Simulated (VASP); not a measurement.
Input of a VASP 6.6.1 run:

Contents of INCAR:

```
AGGAC = 1.0 ; AGGAX = 1.0
ALDAC = 0.0 ; ALDAX = 1.0
ALGO = Normal ; EDIFF = 1E-6
ENCUT = 520 ; GGA = B5
ISIF = 2 ; ISMEAR = -1
ISPIN = 2 ; LASPH = True
LCHARG = False ; LMAXMIX = 4
LORBIT = 11 ; LREAL = False
LWAVE = False ; MAGMOM = 1
NBANDS = 15 ; NELM = 150
PREC = Accurate ; SIGMA = 0.1
```

The input KPOINTS:

```
k-points
0
Gamma
  17 17 17
```

The input POSCAR:

```
Ni
1.0
   -1.3837200000      1.3837200000      1.3837200000
    1.3837200000     -1.3837200000      1.3837200000
    1.3837200000      1.3837200000     -1.3837200000
Ni
1
Direct
    0.0000000000      0.0000000000      0.0000000000
```

Potentials or basis: VASP PAW PBE potentials, release 64 (Ni).

Run with:

```bash
$ cat potpaw_PBE.64/Ni/POTCAR > POTCAR
$ mpirun -np 1 vasp_std > vasp.out
```

Task: Estimate the pressure.

Result: 17.4 GPa.

Task: What does it give for the site moments?

Result: Ni +0.42 μB.

Task: What does it give for the net moment?

Result: 0.42 μB per cell.

Caveat: the PAW data sets were made with another functional, which shifts forces and pressure a little.
